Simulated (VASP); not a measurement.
Runs of VASP 6.6.1 on B. The structure is that of space group Pm-3m (No. 221), or close to it. The cells are those of the table. 

| task | cell | k mesh | cutoff (eV) | gap on the mesh (eV) | pressure (GPa) |
| --- | --- | --- | --- | --- | --- |
| single point | a = 1.876 Å, 1 atom | 27 × 27 × 27 | 520 | none | (a) |
| single point | a = 1.925 Å, 1 atom | 19 × 19 × 19 | 520 | none | -15.8 |
| single point | a = 1.876 Å, 1 atom | 16 × 16 × 16 | 520 | none | 0.3 |
| single point | a = 1.901 Å, 1 atom | 19 × 19 × 19 | 520 | none | -8.4 |
| single point | a = 1.949 Å, 1 atom | 19 × 19 × 19 | 520 | none | (b) |
| single point | a = 1.798 Å, 1 atom | 19 × 19 × 19 | 520 | none | (c) |
| relaxation of cell and atoms | relaxed from a = 1.920 Å, 1 atom | 16 × 16 × 16 | 600 | none | 0.0 |
| single point | a = 1.876 Å, 1 atom | 19 × 19 × 19 | 520 | none | 0.6 |
| single point | a = 1.825 Å, 1 atom | 19 × 19 × 19 | 520 | none | 24.1 |
| single point | a = 1.851 Å, 1 atom | 19 × 19 × 19 | 520 | none | 11.3 |

Alike in all rows: level PBEsol; potentials or basis VASP PAW PBE potentials, release 64 (B); no spin polarisation; smearing fermi-dirac 0.1 eV.

Q: Fill in the values left out.

A: (a) 0.9; (b) -21.9; (c) 39.7.

Caveats: the PAW data sets were made with another functional, which shifts forces and pressure a little.

A gap of «none» marks levels without a gap at the run's occupations.
